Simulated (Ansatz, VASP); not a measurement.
Given: the input of a run of Ansatz 0.2.0 on Ti3Al.

The input input.yaml:

```yaml
crystal:
  lattice:
    - [0.0, 3.2951653469, 3.2951653469]
    - [3.2951653469, 0.0, 3.2951653469]
    - [3.2951653469, 3.2951653469, 0.0]
  atoms:
    - { symbol: Ti, position: [0.0, 0.0, 0.0] }
    - { symbol: Ti, position: [0.25, 0.25, 0.25] }
    - { symbol: Ti, position: [0.75, 0.75, 0.75] }
    - { symbol: Al, position: [0.5, 0.5, 0.5] }
kpoints:
  mp_grid: { grid: [7, 7, 7] }
scf:
  occupations: { method: fermi_dirac, width: 0.05 }
hamiltonian:
  xc: pbesol
  pseudopotentials: { kind: all_electron, lapw: { basis_error: 0.001 } }
output:
  forces: true
  stress: true
  eigenvalues: true
```

Potentials or basis: all-electron LAPW, scalar-relativistic.

Launch:

```sh
$ ansatz run input.yaml --threads 2 --pin off --max-ram 8192MiB --backend cpu --events-out ev --progress --plain --runs-dir out
```

Task: Set up the same calculation for VASP 6.6.1. Potentials there: VASP PAW PBE potentials, release 64 (Ti_sv, Al).

Result: As run (the cutoff follows the program's own potentials):

Contents of INCAR:

```
PREC = Accurate
ENCUT = 520
EDIFF = 1E-6
ISMEAR = -1
SIGMA = 0.05
LREAL = F
LASPH = T
NELM = 80
ALGO = Normal
ISIF = 2
LWAVE = F
LCHARG = T
GGA = PS
LELF = T
LVHAR = T
NBANDS = 28
```

The input KPOINTS:

```
regular mesh
0
Gamma
  7 7 7
```

The input POSCAR:

```
Ti3Al
1.0
    0.0000000000      3.2951653469      3.2951653469
    3.2951653469      0.0000000000      3.2951653469
    3.2951653469      3.2951653469      0.0000000000
Ti Al
3 1
Direct
    0.0000000000      0.0000000000      0.0000000000
    0.2500000000      0.2500000000      0.2500000000
    0.7500000000      0.7500000000      0.7500000000
    0.5000000000      0.5000000000      0.5000000000
```

Potentials or basis: VASP PAW PBE potentials, release 64 (Ti_sv, Al).

Command:

```console
$ cat potpaw_PBE.64/Ti_sv/POTCAR potpaw_PBE.64/Al/POTCAR > POTCAR
$ mpirun -np 1 vasp_std > vasp.out
```

Both were run:

|  | VASP | Ansatz | Ansatz less VASP |
| --- | --- | --- | --- |
| gap on the k mesh at the Fermi level (eV) | none | none | - |
| pressure (GPa) | -10.1 | -10.1 | +0.03 |

VASP's potentials were made for PBE, not for PBEsol. A gap of «none» marks a metal or a gap that the smearing closes. Ansatz ran all-electron here, and VASP with PAW potentials.
